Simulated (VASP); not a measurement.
TaN, 2 atoms in the cell. It takes space group Fm-3m (No. 225, cubic). The conventional cell has a = 4.418 Å, b = 4.418 Å, c = 4.418 Å, α = 90.00°, β = 90.00°, γ = 90.00°. Within 2.9 Å of Ta (site symmetry m-3m) lie 6 N at 2.21 Å. Within 2.9 Å of N (site symmetry m-3m) lie 6 Ta at 2.21 Å. 

| Quantity | Value |
| --- | --- |
| Program | VASP 6.6.1 |
| Task | single point |
| Functional | PBE |
| Potentials or basis | VASP PAW PBE potentials, release 64 (Ta_pv, N) |
| Cutoff | 520 eV |
| k mesh | 8 × 8 × 8 |
| Occupations | gaussian, width 0.1 eV |
| Spin | no spin polarisation |
| Dipole correction | no |
| Further INCAR settings | ALGO = Normal; EDIFF = 1e-06; NBANDS = 15 |

Potentials or basis: VASP PAW PBE potentials, release 64 (Ta_pv, N).

Run with:

```bash
$ cat potpaw_PBE.64/Ta_pv/POTCAR potpaw_PBE.64/N/POTCAR > POTCAR
$ mpirun -np 1 vasp_std > vasp.out
```

Hardware: 1 thread of Intel(R) Xeon(R) Platinum 8488C (Sapphire Rapids) (shared host).

Task: How long does it take, and how much memory?

Result: Wall time 4.9 s on 1 thread of Intel(R) Xeon(R) Platinum 8488C (Sapphire Rapids), on a shared host, peak memory 0.14 GiB. Counts: scf iterations 12, k points 29.
